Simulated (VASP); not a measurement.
Here is a VASP 6.6.1 calculation.

Contents of INCAR:

```
PREC = Accurate
ENCUT = 520
EDIFF = 1E-7
ISMEAR = 0
SIGMA = 0.1
LREAL = F
LASPH = T
NELM = 80
ALGO = Normal
ISIF = 2
LWAVE = F
LCHARG = F
GGA = PE
NBANDS = 12
```

The input KPOINTS:

```
regular mesh
0
Gamma
  6 6 4
```

The input POSCAR:

```
LiH
1.0
    2.7801123154      0.0000000000      0.0000000000
   -1.3900561577      2.4076478905      0.0000000000
    0.0000000000      0.0000000000      4.8851889641
Li H
2 2
Direct
    0.0000000000      0.0000000000      0.0000000000
    0.0000000000      0.0000000000      0.5000000000
    0.6666666667      0.3333333333      0.2500000000
    0.3333333333      0.6666666667      0.7500000000
```

Potentials or basis: VASP PAW PBE potentials, release 64 (Li_sv, H).

Launch:

```console
$ cat potpaw_PBE.64/Li_sv/POTCAR potpaw_PBE.64/H/POTCAR > POTCAR
$ mpirun -np 1 vasp_std > vasp.out
```

Estimate the band gap on the k mesh.

4.36 eV, indirect (least direct gap 4.95 eV).

Caveat: the k points lie up to 0.43 Å⁻¹ apart. A k mesh can miss the band edges.
